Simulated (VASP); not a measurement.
Wanted: the native input for a VASP 6.6.1 run.

- Task: single point
- Functional: PBEsol
- Potentials or basis: VASP PAW PBE potentials, release 64 (Sr_sv, Zn)
- Cutoff: 500 eV
- k mesh: 4 × 4 × 4
- Occupations: fermi-dirac, width 0.1 eV
- Spin: no spin polarisation
- Dipole correction: no
- Further INCAR settings: ALGO = Normal; EDIFF = 1e-06; NBANDS = 29

The structure of Sr3Zn lies in POSCAR:

```
Sr3Zn
1.0
    5.3680750598      0.0000000000      0.0000000000
    0.0000000000      5.3680750598      0.0000000000
    0.0000000000      0.0000000000      5.3680750598
Sr Zn
3 1
Direct
    0.5000000000      0.0000000000      0.5000000000
    0.5000000000      0.5000000000      0.0000000000
    0.0000000000      0.5000000000      0.5000000000
    0.0000000000      0.0000000000      0.0000000000
```

These files were run (other wordings do the same):

INCAR

```
SYSTEM = Sr3Zn
PREC = Accurate ; ENCUT = 500
EDIFF = 1E-6 ; ISMEAR = -1
SIGMA = 0.1 ; LREAL = .False.
LASPH = .True. ; NELM = 120
ALGO = Normal ; ISIF = 2
LWAVE = .False. ; LCHARG = .False.
GGA = PS ; NBANDS = 29
GGA_COMPAT = .False.
```

KPOINTS

```
regular mesh
0
Gamma
  4 4 4
  0 0 0
```

Potentials or basis: VASP PAW PBE potentials, release 64 (Sr_sv, Zn).

Run with:

```sh
$ cat potpaw_PBE.64/Sr_sv/POTCAR potpaw_PBE.64/Zn/POTCAR > POTCAR
$ mpirun -np 1 vasp_std > vasp.out
```

Results of the run:

```
Pressure               : -0.1 GPa
Band gap on the k mesh : zero (band 21 reaches 2.40 eV, above the bottom of band 22 at 1.92 eV)
```

Caveat: the PAW data sets were made with another functional, which shifts forces and pressure a little.

Run time: 17 s on 1 thread of Intel(R) Xeon(R) Platinum 8559C (Emerald Rapids), on a shared host, peak memory 0.26 GiB.
